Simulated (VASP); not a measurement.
Write the native input for VASP 6.6.1 that does the following.

| Quantity | Value |
| --- | --- |
| Task | single point |
| Functional | PBE |
| Potentials or basis | VASP PAW PBE potentials, release 64 (Ti_sv, O_h) |
| Cutoff | 910 eV |
| k mesh | 5 × 5 × 7 |
| Occupations | fermi-dirac, width 0.05 eV |
| Spin | collinear spin |
| Starting moments | [1.0, 1.0, 0.0, 0.0, 0.0, 0.0] μB |
| Hubbard terms | Ti d U = 5.6 eV |
| Dipole correction | no |
| Further INCAR settings | ALGO = Normal; EDIFF = 1e-06; NBANDS = 37; ISYM = 0 |

The structure of TiO2 lies in POSCAR:

```
TiO2
1.0
   -1.8925000000      1.8925000000      4.7570000000
    1.8925000000     -1.8925000000      4.7570000000
    1.8925000000      1.8925000000     -4.7570000000
Ti O
2 4
Direct
    0.0000000000      0.0000000000      0.0000000000
    0.7500000000      0.2500000000      0.5000000000
    0.2066000000      0.2066000000      0.0000000000
    0.9566000000      0.4566000000      0.5000000000
    0.5434000000      0.0434000000      0.5000000000
    0.7934000000      0.7934000000      0.0000000000
```

These files were run (other wordings do the same):

INCAR

```
SYSTEM = TiO2
  PREC = Accurate
  ENCUT = 910
  EDIFF = 1E-6
  ISMEAR = -1
  SIGMA = 0.05
  LREAL = .FALSE.
  LASPH = .TRUE.
  NELM = 200
  ALGO = Normal
  ISIF = 2
  LWAVE = .FALSE.
  LCHARG = .FALSE.
  ISPIN = 2
  MAGMOM = 1 1 0 0 0 0
  LORBIT = 11
  LMAXMIX = 4
  LDAU = .TRUE.
  LDAUTYPE = 2
  LDAUL = 2 -1
  LDAUU = 5.6 0
  LDAUJ = 0 0
  LDAUPRINT = 1
  GGA = PE
  ISYM = 0
  NBANDS = 37
  GGA_COMPAT = .FALSE.
```

KPOINTS

```
regular mesh
0
G
  5 5 7
  0 0 0
```

Potentials or basis: VASP PAW PBE potentials, release 64 (Ti_sv, O_h).

Run with:

```console
$ cat potpaw_PBE.64/Ti_sv/POTCAR potpaw_PBE.64/O_h/POTCAR > POTCAR
$ mpirun -np 1 vasp_std > vasp.out
```

It gave:

| Quantity | Value |
| --- | --- |
| Pressure | 16.8 GPa |
| Largest force | 0.538 eV/Å |
| Band gap on the k mesh | 3.00 eV (least direct gap 3.45 eV) |
| Net moment | 0.00 μB per cell |
| Valence electrons inside the program's atomic spheres | Ti 10.13; O 3.42 |

Caveat: the cutoff is under 1.25 times the usual one of these potentials, so pressure, stress and relaxed cells hold a basis-set (Pulay) error; the cell stands under pressure.

Wall time 19 min on 1 thread of AMD EPYC 9R45 96-Core Processor (Zen 5), with other jobs on the host, peak memory 0.94 GiB.
